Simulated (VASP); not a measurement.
Fe, 2 atoms in the cell. It takes space group P6_3/mmc (No. 194, hexagonal). The conventional cell has a = 2.434 Å, b = 2.434 Å, c = 3.842 Å, α = 90.00°, β = 90.00°, γ = 120.00°. Fe (site symmetry -6m2) has 12 Fe at 2.38 to 2.43 Å within 3.1 Å. 

| Quantity | Value |
| --- | --- |
| Program | VASP 6.6.1 |
| Task | relaxation of cell and atoms |
| Functional | PBEsol |
| Potentials or basis | VASP PAW PBE potentials, release 64 (Fe) |
| Cutoff | 600 eV |
| k mesh | 21 × 21 × 12 |
| Occupations | gaussian, width 0.1 eV |
| Spin | no spin polarisation |
| Dipole correction | no |
| Further INCAR settings | ALGO = Normal; EDIFF = 1e-07; IBRION = 2; EDIFFG = -0.01; NSW = 100; ISIF = 3 |

Potentials or basis: VASP PAW PBE potentials, release 64 (Fe).

Command:

```bash
$ cat potpaw_PBE.64/Fe/POTCAR > POTCAR
$ mpirun -np 1 vasp_std > vasp.out
```

Hardware: 1 thread of Intel Xeon 6975P-C, with other jobs on the host.

How long does it take, and how much memory?

It took 2.7 min on 1 thread of Intel Xeon 6975P-C, with other jobs on the host, peak memory 0.22 GiB. Counts: scf iterations 40, k points 336, ion steps 5.
